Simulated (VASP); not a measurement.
The system is P.

```
P
1.0
     1.65189   -5.34325    0.00000
     1.65189    5.34325    0.00000
     0.00000    0.00000    4.46504
P
4
Direct
  0.90089 0.09911 0.08504
  0.59911 0.40089 0.58504
  0.09911 0.90089 0.91496
  0.40089 0.59911 0.41496
```

Base run:

- Program: VASP 6.6.1
- Functional: r2SCAN
- Potentials or basis: VASP PAW PBE potentials, release 64 (P)
- Cutoff: 520 eV
- k mesh: 8 × 8 × 6
- Occupations: fermi-dirac, width 0.02 eV
- Spin: no spin polarisation

Its results: band gap on the k mesh 0.03 eV; pressure 0.1 GPa; largest force 0.154 eV/Å.

The run is repeated on the same cell with these changes: functional from r2SCAN to PBE. What comes out?

Band gap on the k mesh 0.11 eV; pressure 1.6 GPa; largest force 0.169 eV/Å.

Caveats: the PAW data sets were made with another functional, which shifts forces and pressure a little (at least some runs).

A k mesh can miss the band edges.
